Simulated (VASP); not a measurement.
Runs of VASP 6.6.1 on TePt3. The structure is that of space group Pm-3m (No. 221), or close to it. The cells are those of the table. 

```csv
task,cell,k mesh,cutoff (eV),gap on the mesh (eV),pressure (GPa),relaxed volume (Å³/atom)
single point,"a = 4.124, b = 4.124, c = 4.154 Å, 4 atoms",4 × 4 × 4,520,none,-0.4,-
single point,"a = 4.129 Å, 4 atoms",12 × 12 × 12,520,none,-0.3,-
relaxation of cell and atoms,"relaxed from a = 4.086, b = 4.086, c = 4.108 Å, 4 atoms",4 × 4 × 4,600,none,-0.1,17.63
single point,"a = 4.086, b = 4.086, c = 4.108 Å, 4 atoms",4 × 4 × 4,520,none,(b),-
relaxation of cell and atoms,"relaxed from a = 4.134 Å, 4 atoms",12 × 12 × 12,600,none,0.0,(a)
```

Alike in all rows: level PBE; potentials or basis VASP PAW PBE potentials, release 64 (Te, Pt); no spin polarisation; smearing gaussian 0.1 eV.

Question: Fill in the values left out.

Answer: (a) 17.57; (b) 5.0.

Caveats: some runs use coarse meshes; spin-orbit coupling is left out, which moves the levels of the heavy elements.

A k mesh can miss the band edges, and the runs leave out spin-orbit coupling on Pt, Te.

A gap of «none» marks levels without a gap at the run's occupations.
